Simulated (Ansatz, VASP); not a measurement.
## Pb2C in VASP and in Ansatz

```
C Pb
1.0
     0.00000    3.30238    3.30238
     3.30238    0.00000    3.30238
     3.30238    3.30238    0.00000
C Pb
1 2
Cartesian
  0.0000 0.0000 0.0000
  1.6512 1.6512 1.6512
  4.9536 4.9536 4.9536
```

Alike in both runs: functional PBE; k mesh 10 × 10 × 10; occupations fermi-dirac, width 0.05 eV; no spin polarisation.

Ansatz relaxed the structure, and its values are those at the end. VASP's run is a single point on that final structure, the one shown.

|  | VASP | Ansatz |
| --- | --- | --- |
| version | VASP 6.6.1 | Ansatz 0.2.0 |
| potentials or method | VASP PAW PBE potentials, release 64 (C, Pb_d) | PAW with Ansatz's default frozen-core files, scalar-relativistic |
| plane-wave cutoff (eV) | 520 | 420 |
| valence electrons in the cell | 32 | 32 |

|  | VASP | Ansatz | Ansatz less VASP |
| --- | --- | --- | --- |
| pressure (GPa) | 0.0 | 0.0 | +0.04 |

With one functional, cell and mesh, what is left measures potentials, basis and numerics.

Neither program's run includes spin-orbit coupling.
